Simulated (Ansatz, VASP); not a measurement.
## Cd: VASP beside Ansatz

```
Cd
1.0
    -1.74173    1.74173    1.74173
     1.74173   -1.74173    1.74173
     1.74173    1.74173   -1.74173
Cd
1
Direct
  0.00000 0.00000 0.00000
```

Alike in both runs: task single point; functional LDA; k mesh 14 × 14 × 14; occupations fermi-dirac, width 0.1 eV; no spin polarisation.

|  | VASP | Ansatz |
| --- | --- | --- |
| version | VASP 6.6.1 | Ansatz 0.2.0 |
| potentials or method | VASP PAW LDA potentials, release 64 (Cd), cutoff 520 eV | plane waves (420 eV) with PAW, scalar-relativistic |
| valence electrons in the cell | 12 | 20 |

```tsv
	VASP	Ansatz	Ansatz less VASP
pressure (GPa)	-1.9	-2.3	-0.44
```

Ansatz warns that its potentials were made for another functional, while VASP's fit it. LDA's correlation is that of Perdew and Zunger in VASP and of Perdew and Wang (1992) in Ansatz. VASP's potentials hold 12 valence electrons a cell and Ansatz's 20, so a difference there can come from the potentials and not from the codes.
